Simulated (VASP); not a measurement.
# Ti in VASP: notebook, part 2 of 3

VASP 6.6.1. Earlier steps stand in the parts before.

**3. Electric field gradients, PBEsol (equal xx and yy strain of +2 %)**

INCAR

```
ALGO = Normal
EDIFF = 1E-8
ENCUT = 520
GGA = PS
ISIF = 2
ISMEAR = -1
LASPH = True
LCHARG = False
LEFG = True
LREAL = False
LWAVE = False
NBANDS = 12
NELM = 60
PREC = Accurate
SIGMA = 0.05
```

KPOINTS

```
k-points
0
Gamma
  14 14 14
```

POSCAR

```
Ti
1.0
   -1.6738200000      1.6738200000      1.6410000000
    1.6738200000     -1.6738200000      1.6410000000
    1.6738200000      1.6738200000     -1.6410000000
Ti
1
Direct
    0.0000000000      0.0000000000      0.0000000000
```

Potentials or basis: VASP PAW PBE potentials, release 64 (Ti_sv).

Command:

```console
$ cat potpaw_PBE.64/Ti_sv/POTCAR > POTCAR
$ mpirun -np 1 vasp_std > vasp.out
```

OUTCAR:

```text
EDIFF = 1E-8
   ENCUT = 520
   GGA = PS
   ISIF = 2
   ISMEAR = -1
   LASPH = True
   LREAL = False
   NELM = 60
   PREC = Accurate

 ion  position               nearest neighbor table
   1  0.000  0.000  0.000-

  LATTYP: Found a body centered tetragonal cell.
 ALAT       =     3.3476400000
 C/A-ratio  =     0.9803921569

  Lattice vectors:

 A1 = (  -1.6738200000,   1.6738200000,   1.6410000000)
 A2 = (   1.6738200000,  -1.6738200000,   1.6410000000)
 A3 = (   1.6738200000,   1.6738200000,  -1.6410000000)

Analysis of symmetry for initial positions (statically):
=====================================================================
 Subroutine PRICEL returns:
 Original cell was already a primitive cell.

 Routine SETGRP: Setting up the symmetry group for a
 body centered tetragonal supercell.

 Subroutine GETGRP returns: Found 16 space group operations
 (whereof 16 operations were pure point group operations)
 out of a pool of 16 trial point group operations.

The static configuration has the point symmetry D_4h.

Analysis of symmetry for dynamics (positions and initial velocities):
=====================================================================
 Subroutine PRICEL returns:
 Original cell was already a primitive cell.

 Routine SETGRP: Setting up the symmetry group for a
 body centered tetragonal supercell.

 Subroutine GETGRP returns: Found 16 space group operations
 (whereof 16 operations were pure point group operations)
 out of a pool of 16 trial point group operations.

The dynamic configuration has the point symmetry D_4h.
[... 153 lines left out ...]
  band No.  band energies     occupation
      1     -49.0357      2.00000
      2     -25.0484      2.00000
      3     -25.0462      2.00000
      4     -25.0462      2.00000
      5       1.5564      2.00000
      6       8.2234      0.00000
      7       8.3552      0.00000
      8       8.3552      0.00000
      9       9.8793      0.00000
     10      10.0335      0.00000
     11      24.2838      0.00000
     12      24.2838      0.00000
[... 331 lines left out ...]
 k-point    24 :       0.2857    0.1429    0.0000
  band No.  band energies     occupation
      1     -48.9422      2.00000
      2     -25.5025      2.00000
      3     -25.2167      2.00000
      4     -25.0876      2.00000
      5       4.9734      2.00000
      6       7.1345      1.98406
      7       7.4363      0.45892
      8       9.7211      0.00000
      9      10.3635      0.00000
     10      11.1374      0.00000
     11      17.7829      0.00000
     12      20.0363      0.00000

 [... further k-points ...]
[... 5 lines left out ...]
  --------------------------------------------------------------------------------------
  -------------------------------------------------------------------------------------
  Total       -1.1354948     -1.1354948     -1.2043082      0.0000000      0.0000000      0.0000000
  in kB      -98.9258194    -98.9258194   -104.9209353      0.0000000      0.0000000      0.0000000
  external PRESSURE =    -100.9241914 kB  Pullay stress =       0.0000000 kB

 VOLUME and BASIS-vectors are now :
 -----------------------------------------------------------------------------
  energy-cutoff  :      520.00
  volume of cell :       18.39
      direct lattice vectors                 reciprocal lattice vectors
    -1.673820000  1.673820000  1.641000000     0.000000000  0.298717903  0.304692261
     1.673820000 -1.673820000  1.641000000     0.298717903  0.000000000  0.304692261
     1.673820000  1.673820000 -1.641000000     0.298717903  0.298717903  0.000000000

 POSITION                                       TOTAL-FORCE (eV/Angst)
 -----------------------------------------------------------------------------------
      0.00000      0.00000      0.00000        -0.000000      0.000000      0.000000
 -----------------------------------------------------------------------------------
    total drift:                                0.000000      0.000000     -0.000000

  FREE ENERGIE OF THE ION-ELECTRON SYSTEM (eV)
  ---------------------------------------------------
  free  energy   TOTEN  =        -8.1806281239 eV

  energy  without entropy=       -8.1592788986  energy(sigma->0) =       -8.16995351

 Electric field gradients (V/A^2)
---------------------------------------------------------------------
 ion       V_xx      V_yy      V_zz      V_xy      V_xz      V_yz
---------------------------------------------------------------------
   1       0.058     0.058    -0.117     0.001     0.001     0.001
---------------------------------------------------------------------

 Electric field gradients after diagonalization (V/A^2)
 (convention: |V_zz| > |V_xx| > |V_yy|)
----------------------------------------------------------------------
 ion       V_xx      V_yy      V_zz     asymmetry (V_yy - V_xx)/ V_zz
----------------------------------------------------------------------
   1       0.059     0.057    -0.117       0.015
----------------------------------------------------------------------

           NMR quadrupolar parameters

 Cq : quadrupolar parameter    Cq=e*Q*V_zz/h
 eta: asymmetry parameters     (V_yy - V_xx)/ V_zz
 Q  : nuclear electric quadrupole moment in mb (millibarn)
----------------------------------------------------------------------
 ion       Cq(MHz)       eta       Q (mb)
----------------------------------------------------------------------
   1      -0.000       0.015       1.000
----------------------------------------------------------------------
```

OSZICAR:

```text
N       E                     dE             d eps       ncg     rms          rms(c)
DAV:   1     0.861300060981E+02    0.86130E+02   -0.64894E+03  5876   0.118E+03
DAV:   2    -0.508702395024E+01   -0.91217E+02   -0.88869E+02  6012   0.297E+02
DAV:   3    -0.937835705151E+01   -0.42913E+01   -0.42443E+01  8184   0.653E+01
DAV:   4    -0.947529667105E+01   -0.96940E-01   -0.96858E-01  6572   0.860E+00
DAV:   5    -0.947787082280E+01   -0.25742E-02   -0.25741E-02  6964   0.123E+00    0.829E+00
DAV:   6    -0.817870553822E+01    0.12992E+01   -0.32827E+00  6296   0.245E+01    0.191E+00
DAV:   7    -0.817422744763E+01    0.44781E-02   -0.71543E-02  6776   0.258E+00    0.120E+00
DAV:   8    -0.818021022381E+01   -0.59828E-02   -0.33266E-02  6304   0.214E+00    0.975E-02
DAV:   9    -0.818059401630E+01   -0.38379E-03   -0.15437E-03  6988   0.388E-01    0.624E-02
DAV:  10    -0.818063371227E+01   -0.39696E-04   -0.25786E-04  6300   0.153E-01    0.169E-02
DAV:  11    -0.818062805130E+01    0.56610E-05   -0.32438E-05  6588   0.791E-02    0.984E-03
DAV:  12    -0.818062803969E+01    0.11609E-07   -0.21506E-06  7432   0.154E-02    0.764E-04
DAV:  13    -0.818062825623E+01   -0.21654E-06   -0.17205E-07  6816   0.433E-03    0.189E-03
DAV:  14    -0.818062813681E+01    0.11942E-06   -0.59150E-08  6112   0.328E-03    0.210E-04
DAV:  15    -0.818062812510E+01    0.11711E-07   -0.11992E-09  3416   0.414E-04    0.399E-05
DAV:  16    -0.818062812388E+01    0.12201E-08   -0.25180E-10  3036   0.187E-04
   1 F= -.81806281E+01 E0= -.81699535E+01  d E =-.213492E-01
```

stdout:

```text
POSCAR found type information on POSCAR Ti
 POSCAR found :  1 types and       1 ions
 scaLAPACK will be used
 -----------------------------------------------------------------------------
|                                                                             |
|                                                                             |
|     You enforced a specific xc type in the INCAR file but a different       |
|     I HOPE YOU KNOW WHAT YOU ARE DOING!                                     |
|                                                                             |
 -----------------------------------------------------------------------------

 LDA part: xc-table for (Slater+PW92), standard interpolation
 POSCAR, INCAR and KPOINTS ok, starting setup
 FFT: planning ... GRIDC
 FFT: planning ... GRID_SOFT
 FFT: planning ... GRID
 WAVECAR not read
 entering main loop
ion   1
```

Wall time 39 s (1 thread of Intel Xeon 6975P-C, shared host); peak memory 0.18 GiB.

Results:

- Free energy: -8.1806 eV
- Pressure: -10.1 GPa
- Band gap on the k mesh: zero (band 6 reaches 8.31 eV, above the bottom of band 7 at 6.78 eV)

Caveat: the cell differs from its parent crystal (equal xx and yy strain of +2 %); without QUAD_EFG the Cq values of the log hold for a quadrupole moment of 1 mb, not for the nuclei; the PAW data sets were made with another functional, which shifts forces and pressure a little.

**4. Electric field gradients, PBEsol (equal xy, yz and zx shear strains of -3 %)**

INCAR

```
SYSTEM = Ti
  ALGO = Normal
  EDIFF = 1E-8
  ENCUT = 520
  GGA = PS
  ISIF = 2
  ISMEAR = -1
  LASPH = .TRUE.
  LCHARG = .FALSE.
  LEFG = .TRUE.
  LREAL = .FALSE.
  LWAVE = .FALSE.
  NBANDS = 12
  NELM = 100
  PREC = Accurate
  SIGMA = 0.05
```

KPOINTS

```
k-points
0
G
  14 14 14
  0 0 0
```

POSCAR

```
Ti
1.0
   -1.6902300000      1.6410000000      1.6410000000
    1.6410000000     -1.6902300000      1.6410000000
    1.6410000000      1.6410000000     -1.6902300000
Ti
1
Direct
    0.0000000000      0.0000000000      0.0000000000
```

Potentials or basis: VASP PAW PBE potentials, release 64 (Ti_sv).

Command:

```console
$ cat potpaw_PBE.64/Ti_sv/POTCAR > POTCAR
$ mpirun -np 1 vasp_std > vasp.out
```

OUTCAR:

```text
SYSTEM = Ti
   EDIFF = 1E-8
   ENCUT = 520
   GGA = PS
   ISIF = 2
   ISMEAR = -1
   LASPH = .TRUE.
   LREAL = .FALSE.
   NELM = 100
   PREC = Accurate

 ion  position               nearest neighbor table
   1  0.000  0.000  0.000-

  LATTYP: Found a trigonal (rhomboedric) cell.
 ALAT       =     2.8709997306
 COS(alpha) =    -0.3463033748

  Lattice vectors:

 A1 = (  -1.6902300000,   1.6410000000,   1.6410000000)
 A2 = (   1.6410000000,  -1.6902300000,   1.6410000000)
 A3 = (   1.6410000000,   1.6410000000,  -1.6902300000)

Analysis of symmetry for initial positions (statically):
=====================================================================
 Subroutine PRICEL returns:
 Original cell was already a primitive cell.

 Routine SETGRP: Setting up the symmetry group for a
 trigonal (rhombohedral) supercell.

 Subroutine GETGRP returns: Found 12 space group operations
 (whereof 12 operations were pure point group operations)
 out of a pool of 12 trial point group operations.

The static configuration has the point symmetry D_3d.

Analysis of symmetry for dynamics (positions and initial velocities):
=====================================================================
 Subroutine PRICEL returns:
 Original cell was already a primitive cell.

 Routine SETGRP: Setting up the symmetry group for a
 trigonal (rhombohedral) supercell.

 Subroutine GETGRP returns: Found 12 space group operations
 (whereof 12 operations were pure point group operations)
 out of a pool of 12 trial point group operations.

The dynamic configuration has the point symmetry D_3d.

[... 154 lines left out ...]
      2     -24.5373      2.00000
      3     -24.5373      2.00000
      4     -24.4637      2.00000
      5       1.8708      2.00000
      6       8.4554      0.00000
      7       8.8744      0.00000
      8       8.8744      0.00000
      9      10.5201      0.00000
     10      10.5201      0.00000
     11      24.4967      0.00000
     12      25.3660      0.00000
[... 331 lines left out ...]
 k-point    24 :       0.2857    0.1429    0.0000
  band No.  band energies     occupation
      1     -48.4210      2.00000
      2     -25.0856      2.00000
      3     -24.7081      2.00000
      4     -24.5673      2.00000
      5       5.4408      2.00000
      6       7.5454      1.98104
      7       7.9332      0.08559
      8      10.1763      0.00000
      9      10.7335      0.00000
     10      11.8831      0.00000
     11      18.8034      0.00000
     12      20.8842      0.00000

 [... further k-points ...]
[... 5 lines left out ...]
  --------------------------------------------------------------------------------------
  -------------------------------------------------------------------------------------
  Total       -0.7552706     -0.7552706     -0.7552706      0.0947465      0.0947465      0.0947465
  in kB      -68.5052116    -68.5052116    -68.5052116      8.5937825      8.5937825      8.5937825
  external PRESSURE =     -68.5052116 kB  Pullay stress =       0.0000000 kB

 VOLUME and BASIS-vectors are now :
 -----------------------------------------------------------------------------
  energy-cutoff  :      520.00
  volume of cell :       17.66
      direct lattice vectors                 reciprocal lattice vectors
    -1.690230000  1.641000000  1.641000000     0.009284209  0.309473628  0.309473628
     1.641000000 -1.690230000  1.641000000     0.309473628  0.009284209  0.309473628
     1.641000000  1.641000000 -1.690230000     0.309473628  0.309473628  0.009284209

 POSITION                                       TOTAL-FORCE (eV/Angst)
 -----------------------------------------------------------------------------------
      0.00000      0.00000      0.00000        -0.000000     -0.000000     -0.000000
 -----------------------------------------------------------------------------------
    total drift:                                0.000000      0.000000     -0.000000

  FREE ENERGIE OF THE ION-ELECTRON SYSTEM (eV)
  ---------------------------------------------------
  free  energy   TOTEN  =        -8.2136885266 eV

  energy  without entropy=       -8.1934989961  energy(sigma->0) =       -8.20359376

 Electric field gradients (V/A^2)
---------------------------------------------------------------------
 ion       V_xx      V_yy      V_zz      V_xy      V_xz      V_yz
---------------------------------------------------------------------
   1      -0.000    -0.000     0.000     7.619     7.619     7.619
---------------------------------------------------------------------

 Electric field gradients after diagonalization (V/A^2)
 (convention: |V_zz| > |V_xx| > |V_yy|)
----------------------------------------------------------------------
 ion       V_xx      V_yy      V_zz     asymmetry (V_yy - V_xx)/ V_zz
----------------------------------------------------------------------
   1      -7.619    -7.619    15.239       0.000
----------------------------------------------------------------------

           NMR quadrupolar parameters

 Cq : quadrupolar parameter    Cq=e*Q*V_zz/h
 eta: asymmetry parameters     (V_yy - V_xx)/ V_zz
 Q  : nuclear electric quadrupole moment in mb (millibarn)
----------------------------------------------------------------------
 ion       Cq(MHz)       eta       Q (mb)
----------------------------------------------------------------------
   1       0.037       0.000       1.000
----------------------------------------------------------------------
```

Wall time 43 s (1 thread of Intel Xeon 6975P-C, shared host); peak memory 0.18 GiB.

Results:

```
Free energy            : -8.2137 eV
Pressure               : -6.9 GPa
Band gap on the k mesh : zero (band 6 reaches 8.68 eV, above the bottom of band 7 at 7.07 eV)
```

Stress tensor (GPa, compression positive):
```
-6.85  0.86  0.86
 0.86 -6.85  0.86
 0.86  0.86 -6.85
```

Levels at points of the mesh, in eV from the Fermi level:
| k point | band 4 | band 5 | band 6 | band 7 | band 8 | band 9 |
| --- | --- | --- | --- | --- | --- | --- |
| (0.00, 0.00, 0.00) | -32.24 | -5.91 | 0.68 | 1.10 | 1.10 | 2.74 |
| (0.50, 0.00, 0.00) | -32.31 | -2.39 | -0.33 | 1.33 | 2.62 | 2.92 |
| (0.50, 0.50, 0.00) | -32.27 | -2.44 | -0.45 | 0.90 | 2.80 | 3.15 |
| (0.50, 0.50, 0.50) | -32.71 | -2.04 | -2.04 | 3.73 | 3.73 | 4.11 |

Electric field gradients, principal values (V/Å²):
| atom | least | middle | greatest (by size) |
| --- | --- | --- | --- |
| 1 Ti | -7.619 | -7.619 | 15.239 |

Caveat: the cell differs from its parent crystal (equal xy, yz and zx shear strains of -3 %); without QUAD_EFG the Cq values of the log hold for a quadrupole moment of 1 mb, not for the nuclei; the PAW data sets were made with another functional, which shifts forces and pressure a little.

(Part 2 of 3 ends here.)
